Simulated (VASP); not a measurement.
Input of a VASP 6.6.1 run:

Contents of POSCAR:

```
Be5Tl
1.0
    0.0000000000      3.2217460000      3.2217460000
    3.2217460000      0.0000000000      3.2217460000
    3.2217460000      3.2217460000      0.0000000000
Be Tl
5 1
Direct
    0.6250000000      0.6250000000      0.6250000000
    0.1250000000      0.6250000000      0.6250000000
    0.6250000000      0.6250000000      0.1250000000
    0.6250000000      0.1250000000      0.6250000000
    0.2500000000      0.2500000000      0.2500000000
    0.0000000000      0.0000000000      0.0000000000
```

INCAR.step1

```
PREC = Accurate
ENCUT = 520
ISMEAR = -1
SIGMA = 0.1
LREAL = F
LASPH = T
NELM = 100
NBANDS = 20
GGA = PE
ALGO = Normal
EDIFF = 1E-4
LWAVE = T
LCHARG = F
```

File INCAR.step2:

```
PREC = Accurate
ENCUT = 520
EDIFF = 1E-6
ISMEAR = -1
SIGMA = 0.1
LREAL = F
LASPH = T
NELM = 100
ALGO = Normal
ISIF = 2
LWAVE = F
LCHARG = F
METAGGA = R2SCAN
LMIXTAU = T
NBANDS = 20
ISTART = 1
```

KPOINTS

```
regular mesh
0
Gamma
  9 9 9
```

Potentials or basis: VASP PAW PBE potentials, release 64 (Be, Tl_d).

The run is started by

```sh
$ cat potpaw_PBE.64/Be/POTCAR potpaw_PBE.64/Tl_d/POTCAR > POTCAR
$ cp INCAR.step1 INCAR
$ mpirun -np 1 vasp_std > vasp.out
$ cp INCAR.step2 INCAR
$ mpirun -np 1 vasp_std > vasp.out
```

Q: Predict the pressure.

A: 0.6 GPa.

Caveat: the PAW data sets were made with another functional, which shifts forces and pressure a little.
